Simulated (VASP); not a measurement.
# NaH (P6_3/mmc) in VASP: further runs, part 2 of 2

VASP 6.6.1.

## Step 4: Relaxation of shape and atoms at fixed volume, PBE (14.61 Å³/atom)

This run uses another cell than the first one, of 14.61 Å³/atom.

INCAR

```
SYSTEM = NaH
  PREC = Accurate
  ENCUT = 500
  EDIFF = 1E-7
  ISMEAR = 0
  SIGMA = 0.02
  LREAL = .FALSE.
  LASPH = .TRUE.
  NELM = 120
  ALGO = Normal
  ISIF = 4
  LWAVE = .FALSE.
  LCHARG = .FALSE.
  GGA = PE
  IBRION = 2
  NSW = 50
  EDIFFG = -0.01
  GGA_COMPAT = .FALSE.
  NELMIN = 4
```

KPOINTS

```
Automatic mesh
0
G
  12 12 2
  0 0 0
```

POSCAR

```
NaH
1.0
    3.4101818157      0.0000000000      0.0000000000
   -1.7050909078      2.9533040839      0.0000000000
    0.0000000000      0.0000000000     11.6033091622
Na H
4 4
Direct
    0.6666666667      0.3333333333      0.8780795698
    0.3333333333      0.6666666667      0.1219204302
    0.3333333333      0.6666666667      0.3780795698
    0.6666666667      0.3333333333      0.6219204302
    0.0000000000      0.0000000000      0.0000000000
    0.0000000000      0.0000000000      0.5000000000
    0.6666666667      0.3333333333      0.2500000000
    0.3333333333      0.6666666667      0.7500000000
```

Potentials or basis: VASP PAW PBE potentials, release 64 (Na_pv, H).

Run with:

```
$ cat potpaw_PBE.64/Na_pv/POTCAR potpaw_PBE.64/H/POTCAR > POTCAR
$ mpirun -np 1 vasp_std > vasp.out
```

OUTCAR:

```text
SYSTEM = NaH
   PREC = Accurate
   ENCUT = 500
   EDIFF = 1E-7
   ISMEAR = 0
   LREAL = .FALSE.
   LASPH = .TRUE.
   NELM = 120
   ISIF = 4
   GGA = PE
   IBRION = 2
   NSW = 50
   EDIFFG = -0.01
   NELMIN = 4

 ion  position               nearest neighbor table
   1  0.667  0.333  0.878-
   2  0.333  0.667  0.122-
   3  0.333  0.667  0.378-
   4  0.667  0.333  0.622-
   5  0.000  0.000  0.000-
   6  0.000  0.000  0.500-
   7  0.667  0.333  0.250-
   8  0.333  0.667  0.750-

  LATTYP: Found a hexagonal cell.
 ALAT       =     3.4101818157
 C/A-ratio  =     3.4025485412

  Lattice vectors:

 A1 = (   3.4101818157,   0.0000000000,   0.0000000000)
 A2 = (  -1.7050909078,   2.9533040839,   0.0000000000)
 A3 = (   0.0000000000,   0.0000000000,  11.6033091622)

Analysis of symmetry for initial positions (statically):
=====================================================================
 Subroutine PRICEL returns:
[... 192 lines left out ...]
 Fermi energy:        -1.1111337543

 k-point     1 :       0.0000    0.0000    0.0000
  band No.  band energies     occupation
      1     -23.5681      2.00000
      2     -23.5250      2.00000
      3     -23.4858      2.00000
      4     -23.4639      2.00000
      5     -23.4639      2.00000
      6     -23.4589      2.00000
[... 565 lines left out ...]
     20       4.7716      0.00000
     21       6.0228      0.00000

 [... further k-points ...]

------------------------ aborting loop because EDIFF is reached ----------------------------------------

  FORCE on cell =-STRESS in cart. coord.  units (eV):
  Direction    XX          YY          ZZ          XY          YZ          ZX
  --------------------------------------------------------------------------------------
  -------------------------------------------------------------------------------------
  Total       -0.4943578     -0.4943578     -0.5310781     -0.0000000      0.0000000      0.0000000
  in kB       -6.7777318     -6.7777318     -7.2811744     -0.0000000      0.0000000      0.0000000
  external PRESSURE =      -6.9455460 kB  Pullay stress =       0.0000000 kB

 VOLUME and BASIS-vectors are now :
 -----------------------------------------------------------------------------
  energy-cutoff  :      500.00
  volume of cell :      116.86
      direct lattice vectors                 reciprocal lattice vectors
     3.410181816  0.000000000  0.000000000     0.293239497  0.169301902  0.000000000
    -1.705090908  2.953304084  0.000000000     0.000000000  0.338603805  0.000000000
     0.000000000  0.000000000 11.603309162     0.000000000  0.000000000  0.086182311

 POSITION                                       TOTAL-FORCE (eV/Angst)
 -----------------------------------------------------------------------------------
      1.70509      0.98443     10.18863        -0.000000     -0.000000      0.002050
     -0.00000      1.96887      1.41468        -0.000000      0.000000     -0.002050
     -0.00000      1.96887      4.38697         0.000000      0.000000      0.002050
      1.70509      0.98443      7.21634        -0.000000      0.000000     -0.002050
      0.00000      0.00000      0.00000         0.000000      0.000000      0.000000
      0.00000      0.00000      5.80165         0.000000      0.000000      0.000000
      1.70509      0.98443      2.90083         0.000000      0.000000      0.000000
     -0.00000      1.96887      8.70248         0.000000     -0.000000      0.000000
 -----------------------------------------------------------------------------------
    total drift:                               -0.000000      0.000000     -0.000000

  FREE ENERGIE OF THE ION-ELECTRON SYSTEM (eV)
  ---------------------------------------------------
  free  energy   TOTEN  =       -20.1613408388 eV

  energy  without entropy=      -20.1613408388  energy(sigma->0) =      -20.16134084

 reached required accuracy - stopping structural energy minimisation
```

OSZICAR:

```text
N       E                     dE             d eps       ncg     rms          rms(c)
DAV:   1     0.260603078631E+03    0.26060E+03   -0.16490E+04  1596   0.158E+03
DAV:   2    -0.500066443526E+01   -0.26560E+03   -0.25865E+03  1606   0.425E+02
DAV:   3    -0.214711323265E+02   -0.16470E+02   -0.16394E+02  1946   0.126E+02
DAV:   4    -0.218685328647E+02   -0.39740E+00   -0.39721E+00  1661   0.187E+01
DAV:   5    -0.218751091326E+02   -0.65763E-02   -0.65762E-02  1866   0.279E+00    0.633E+00
DAV:   6    -0.205063711863E+02    0.13687E+01   -0.98210E-01  1886   0.566E+00    0.292E+00
DAV:   7    -0.201395535454E+02    0.36682E+00   -0.10288E+00  1816   0.435E+00    0.676E-01
DAV:   8    -0.201621223795E+02   -0.22569E-01   -0.43878E-02  1631   0.216E+00    0.169E-01
DAV:   9    -0.201614286630E+02    0.69372E-03   -0.78979E-03  2129   0.956E-01    0.591E-02
DAV:  10    -0.201613317364E+02    0.96927E-04   -0.26224E-04  1681   0.113E-01    0.131E-02
DAV:  11    -0.201613418193E+02   -0.10083E-04   -0.34051E-05  1701   0.307E-02    0.682E-03
DAV:  12    -0.201613408792E+02    0.94013E-06   -0.22080E-06  1492   0.907E-03    0.946E-04
DAV:  13    -0.201613408388E+02    0.40333E-07   -0.20708E-07  1451   0.300E-03
   1 F= -.20161341E+02 E0= -.20161341E+02  d E =-.201613E+02
```

Run time: 73 s. Hardware: 1 thread of Oxide Virtual Turin-like, shared host; peak memory 0.23 GiB.

Results:

- Free energy: -20.1613 eV
- Pressure after relaxing: -0.7 GPa
- Band gap on the k mesh: 3.48 eV (least direct gap 4.12 eV)

Forces in eV/Å, atoms in the order of the input:
```
Na   0.000  0.000  0.002
Na   0.000  0.000 -0.002
Na   0.000  0.000  0.002
Na   0.000  0.000 -0.002
H    0.000  0.000  0.000
H    0.000  0.000  0.000
H    0.000  0.000  0.000
H    0.000  0.000  0.000
```

Final structure:
```xyz
8
Lattice="3.4102 0.0000 0.0000 -1.7051 2.9533 0.0000 0.0000 0.0000 11.6033" Properties=species:S:1:pos:R:3 pbc="T T T"
Na    1.7051    0.9844   10.1886
Na    0.0000    1.9689    1.4147
Na    0.0000    1.9689    4.3870
Na    1.7051    0.9844    7.2163
H     0.0000    0.0000    0.0000
H     0.0000    0.0000    5.8017
H     1.7051    0.9844    2.9008
H     0.0000    1.9689    8.7025
```

Caveat: the relaxation stopped at its first step, so nothing moved.

## Step 5: Relaxation of shape and atoms at fixed volume, PBE (15.03 Å³/atom)

This run uses another cell than the first one, of 15.03 Å³/atom.

INCAR

```
  PREC = Accurate
  ENCUT = 500
  EDIFF = 1E-7
  ISMEAR = 0
  SIGMA = 0.02
  LREAL = False
  LASPH = True
  NELM = 120
  ALGO = Normal
  ISIF = 4
  LWAVE = False
  LCHARG = False
  GGA = PE
  IBRION = 2
  NSW = 50
  EDIFFG = -0.01
  GGA_COMPAT = False
  NELMIN = 4
```

KPOINTS

```
Automatic mesh
0
Gamma
  12 12 2
```

Changes to POSCAR since step 4:

```diff
@@ -2,5 +2,5 @@
 1.0
-    3.4101818157      0.0000000000      0.0000000000
-   -1.7050909078      2.9533040839      0.0000000000
-    0.0000000000      0.0000000000     11.6033091622
+    3.4429740371      0.0000000000      0.0000000000
+   -1.7214870185      2.9817029807      0.0000000000
+    0.0000000000      0.0000000000     11.7148862873
 Na H
```

Potentials or basis: VASP PAW PBE potentials, release 64 (Na_pv, H).

Run with:

```
$ cat potpaw_PBE.64/Na_pv/POTCAR potpaw_PBE.64/H/POTCAR > POTCAR
$ mpirun -np 1 vasp_std > vasp.out
```

OUTCAR:

```text
PREC = Accurate
   ENCUT = 500
   EDIFF = 1E-7
   ISMEAR = 0
   LREAL = False
   LASPH = True
   NELM = 120
   ISIF = 4
   GGA = PE
   IBRION = 2
   NSW = 50
   EDIFFG = -0.01
   NELMIN = 4

 ion  position               nearest neighbor table
   1  0.667  0.333  0.878-
   2  0.333  0.667  0.122-
   3  0.333  0.667  0.378-
   4  0.667  0.333  0.622-
   5  0.000  0.000  0.000-
   6  0.000  0.000  0.500-
   7  0.667  0.333  0.250-
   8  0.333  0.667  0.750-

  LATTYP: Found a hexagonal cell.
 ALAT       =     3.4429740371
 C/A-ratio  =     3.4025485412

  Lattice vectors:

 A1 = (   3.4429740371,   0.0000000000,   0.0000000000)
 A2 = (  -1.7214870185,   2.9817029807,   0.0000000000)
 A3 = (   0.0000000000,   0.0000000000,  11.7148862873)

Analysis of symmetry for initial positions (statically):
=====================================================================
 Subroutine PRICEL returns:
 Original cell was already a primitive cell.

 Routine SETGRP: Setting up the symmetry group for a
 hexagonal supercell.

 Subroutine GETGRP returns: Found 24 space group operations
 (whereof 12 operations were pure point group operations)
 out of a pool of 24 trial point group operations.

The static configuration has the point symmetry D_3d.
 The point group associated with its full space group is D_6h.

Analysis of symmetry for dynamics (positions and initial velocities):
=====================================================================
 Subroutine PRICEL returns:
 Original cell was already a primitive cell.

 Routine SETGRP: Setting up the symmetry group for a
 hexagonal supercell.

 Subroutine GETGRP returns: Found 24 space group operations
 (whereof 12 operations were pure point group operations)
 out of a pool of 24 trial point group operations.

The dynamic configuration has the point symmetry D_3d.
 The point group associated with its full space group is D_6h.

 Subroutine INISYM returns: Found 24 space group operations
 (whereof 12 operations are pure point group operations),
 and found     1 'primitive' translations

----------------------------------------------------------------------------------------

                                     Primitive cell

  volume of cell :     120.2642

  direct lattice vectors                    reciprocal lattice vectors
     3.442974037  0.000000000  0.000000000     0.290446570  0.167689405  0.000000000
    -1.721487018  2.981702981  0.000000000     0.000000000  0.335378811  0.000000000
     0.000000000  0.000000000 11.714886287     0.000000000  0.000000000  0.085361477

  length of vectors
     3.442974037  3.442974037 11.714886287     0.335378811  0.335378811  0.085361477

  position of ions in fractional coordinates (direct lattice)
     0.666666667  0.333333333  0.878079570
     0.333333333  0.666666667  0.121920430
     0.333333333  0.666666667  0.378079570
     0.666666667  0.333333333  0.621920430
     0.000000000  0.000000000  0.000000000
     0.000000000  0.000000000  0.500000000
[... 44 lines left out ...]
  0.166667 -0.000000  0.000000      6.000000
  0.250000 -0.000000  0.000000      6.000000
  0.333333 -0.000000  0.000000      6.000000
  0.416667  0.000000  0.000000      6.000000
[... 16 lines left out ...]
  0.250000 -0.000000  0.500000      6.000000
  0.333333 -0.000000  0.500000      6.000000
 [... further k-points ...]
   k-points           NKPTS =     38   k-points in BZ     NKDIM =     38   number of bands    NBANDS=     21
   number of dos      NEDOS =    301   number of ions     NIONS =      8
   total plane-waves  NPLWV =  70560
   dimension x,y,z NGX =    28 NGY =   28 NGZ =   90
   dimension x,y,z NGXF=    56 NGYF=   56 NGZF=  180
   ions per type =               4   4
   NGX,Y,Z   is equivalent  to a cutoff of  13.52, 13.52, 12.77 a.u.
   NGXF,Y,Z  is equivalent  to a cutoff of  27.04, 27.04, 25.54 a.u.
 SYSTEM =  unknown system
   PREC   = accura    normal or accurate (medium, high low for compatibility)
   ISTART =      0    job   : 0-new  1-cont  2-samecut
   ICHARG =      2    charge: 1-file 2-atom 10-const
   ISPIN  =      1    spin polarized calculation?
   LNONCOLLINEAR =      F non collinear calculations
   LSORBIT =      F    spin-orbit coupling
   LASPH  =      T    aspherical Exc in radial PAW
   ENCUT  =  500.0 eV  36.75 Ry    6.06 a.u.   6.28  6.28 21.36*2*pi/ulx,y,z
   NELM   =    120;   NELMIN=  4; NELMDL= -5     # of ELM steps
   EDIFF  = 0.1E-06   stopping-criterion for ELM
   LREAL  =      F    real-space projection
   EDIFFG = -.1E-01   stopping-criterion for IOM
   NSW    =     50    number of steps for IOM
   IBRION =      2    ionic relax: 0-MD 1-quasi-New 2-CG
   NFREE  =      1    steps in history (QN), initial steepest desc. (CG)
   ISIF   =      4    stress and relaxation
   ISYM   =      2    0-nonsym 1-usesym 2-fastsym
   POTIM  = 0.5000    time-step for ionic-motion
   TEBEG  =    0.0;   TEEND  =   0.0 temperature during run
   PSTRESS=    0.0 pullay stress
   NELECT =      32.0000    total number of electrons
   NUPDOWN=      -1.0000    fix difference up-down
   EMIN   =  10.00;   EMAX   =-10.00  energy-range for DOS
   EFERMI =   0.00;   METHOD = LEGACY
   ISMEAR =     0;   SIGMA  =   0.02  broadening in eV -4-tet -1-fermi 0-gaus
   EFERMI_NEDOS =   21; number of points for ismear=-14 and -15
   IALGO  =     38    algorithm
   IMIX   =      4    mixing-type and parameters
     AMIX     =   0.40;   BMIX     =  1.00
     AMIX_MAG =   1.60;   BMIX_MAG =  1.00
  volume/ion in A,a.u.               =      15.03       101.45
  Fermi-wavevector in a.u.,A,eV,Ry     =   1.052962  1.989810 15.085177  1.108729
  Thomas-Fermi vector in A             =   2.188065
   LORBIT       =      0    0 simple, 1 ext, 2 COOP (PROOUT), +10 PAW based schemes
   GGA     = PE    functional components
   LHFCALC =     F    Hartree Fock is set to
   AEXX    =    0.0000 exact exchange contribution
   IVDW    =     0    specifies the selected vdW correction
   LEPSILON=     F    determine dielectric tensor
   LRPA    =     F    only Hartree local field effects (RPA)
 conjugate gradient relaxation of ions
 non-spin polarized calculation
 Gauss-broadening in eV      SIGMA  =   0.02
  energy-cutoff  :      500.00
  volume of cell :      120.26
 maximum number of plane-waves:      3072
 NGX is ok and might be reduce to    28
   NGX = 13   NGY = 13   NGZ = 43

 number of electron      32.0000015 magnetization

 Free energy of the ion-electron system (eV)
  ---------------------------------------------------
  ext. energy  EPLUGINS =         0.00000000
  ---------------------------------------------------
  free energy    TOTEN  =       -20.14279126 eV

  energy without entropy =      -20.14279126  energy(sigma->0) =      -20.14279126

 E-fermi :  -1.1168     XC(G=0):  -7.5561

 val. band max:       -1.2935957172   @ k =   0.2500   0.2500   0.0000
 cond. band min:       2.1342758358   @ k =   0.0000   0.0000   0.0000
 fundamental gap:      3.4278715529
 Fermi energy:        -1.1167568427

 k-point     1 :       0.0000    0.0000    0.0000
  band No.  band energies     occupation
      1     -23.6952      2.00000
      2     -23.6562      2.00000
      3     -23.6198      2.00000
      4     -23.6003      2.00000
      5     -23.6003      2.00000
      6     -23.5958      2.00000
[... 565 lines left out ...]
     20       4.5884      0.00000
     21       5.8296      0.00000

 [... further k-points ...]

------------------------ aborting loop because EDIFF is reached ----------------------------------------

  FORCE on cell =-STRESS in cart. coord.  units (eV):
  Direction    XX          YY          ZZ          XY          YZ          ZX
  --------------------------------------------------------------------------------------
  -------------------------------------------------------------------------------------
  Total       -0.9190286     -0.9190286     -0.9858522     -0.0000000     -0.0000000      0.0000000
  in kB      -12.2434383    -12.2434383    -13.1336722     -0.0000000     -0.0000000      0.0000000
  external PRESSURE =     -12.5401829 kB  Pullay stress =       0.0000000 kB

 VOLUME and BASIS-vectors are now :
 -----------------------------------------------------------------------------
  energy-cutoff  :      500.00
  volume of cell :      120.26
      direct lattice vectors                 reciprocal lattice vectors
     3.442974037  0.000000000  0.000000000     0.290446570  0.167689405  0.000000000
    -1.721487018  2.981702981  0.000000000     0.000000000  0.335378811  0.000000000
     0.000000000  0.000000000 11.714886287     0.000000000  0.000000000  0.085361477

 POSITION                                       TOTAL-FORCE (eV/Angst)
 -----------------------------------------------------------------------------------
      1.72149      0.99390     10.28660        -0.000000      0.000000      0.004336
     -0.00000      1.98780      1.42828        -0.000000     -0.000000     -0.004336
     -0.00000      1.98780      4.42916         0.000000      0.000000      0.004336
      1.72149      0.99390      7.28573        -0.000000     -0.000000     -0.004336
      0.00000      0.00000      0.00000         0.000000      0.000000      0.000000
      0.00000      0.00000      5.85744         0.000000      0.000000      0.000000
      1.72149      0.99390      2.92872         0.000000      0.000000      0.000000
     -0.00000      1.98780      8.78616         0.000000      0.000000      0.000000
 -----------------------------------------------------------------------------------
    total drift:                               -0.000000      0.000000     -0.000000

  FREE ENERGIE OF THE ION-ELECTRON SYSTEM (eV)
  ---------------------------------------------------
  free  energy   TOTEN  =       -20.1427912649 eV

  energy  without entropy=      -20.1427912649  energy(sigma->0) =      -20.14279126

 reached required accuracy - stopping structural energy minimisation
```

Run time: 95 s. Hardware: 1 thread of Oxide Virtual Turin-like, shared host; peak memory 0.24 GiB.

Results:

```
Free energy                  : -20.1428 eV
Pressure after relaxing      : -1.3 GPa
Largest force after relaxing : 0.004 eV/Å
Band gap on the k mesh       : 3.43 eV (least direct gap 4.06 eV)
```

Forces in eV/Å, atoms in the order of the input:
```
Na   0.000  0.000  0.004
Na   0.000  0.000 -0.004
Na   0.000  0.000  0.004
Na   0.000  0.000 -0.004
H    0.000  0.000  0.000
H    0.000  0.000  0.000
H    0.000  0.000  0.000
H    0.000  0.000  0.000
```

Stress tensor (GPa, compression positive):
```
-1.22  0.00  0.00
 0.00 -1.22  0.00
 0.00  0.00 -1.31
```

Final structure:
```cif
data_structure
_symmetry_space_group_name_H-M 'P 1'
_symmetry_Int_Tables_number 1
_cell_length_a 3.4430
_cell_length_b 3.4430
_cell_length_c 11.7149
_cell_angle_alpha 90.000
_cell_angle_beta 90.000
_cell_angle_gamma 120.000
_cell_volume 120.26
loop_
_atom_site_label
_atom_site_type_symbol
_atom_site_fract_x
_atom_site_fract_y
_atom_site_fract_z
_atom_site_occupancy
Na1 Na 0.66667 0.33333 0.87808 1
Na2 Na 0.33333 0.66667 0.12192 1
Na3 Na 0.33333 0.66667 0.37808 1
Na4 Na 0.66667 0.33333 0.62192 1
H1 H 0.00000 0.00000 0.00000 1
H2 H 0.00000 0.00000 0.50000 1
H3 H 0.66667 0.33333 0.25000 1
H4 H 0.33333 0.66667 0.75000 1
```

Caveat: the relaxation stopped at its first step, so nothing moved. A k mesh can miss the band edges.

## Step 6: The runs side by side

```tsv
task	cell	gap on the mesh (eV)	pressure (GPa)
relaxation of shape and atoms at fixed volume	relaxed from a = 3.343, b = 3.343, c = 11.373 Å, angles 90.0, 90.0, 120.0°, 8 atoms	3.58	0.7
relaxation of cell and atoms	relaxed from a = 3.377, b = 3.377, c = 11.490 Å, angles 90.0, 90.0, 120.0°, 8 atoms	3.53	-0.1
relaxation of shape and atoms at fixed volume	relaxed from a = 3.410, b = 3.410, c = 11.603 Å, angles 90.0, 90.0, 120.0°, 8 atoms	3.48	-0.7
relaxation of shape and atoms at fixed volume	relaxed from a = 3.443, b = 3.443, c = 11.715 Å, angles 90.0, 90.0, 120.0°, 8 atoms	3.43	-1.3
```

Alike in all rows: level PBE; potentials or basis VASP PAW PBE potentials, release 64 (Na_pv, H); no spin polarisation; k mesh 12 × 12 × 2; cutoff (eV) 500; smearing gaussian 0.02 eV.

Caveats: the relaxation stopped at its first step, so nothing moved (at least some runs).

Total energies depend on the potentials used, so only differences within one code and one set of settings carry meaning.
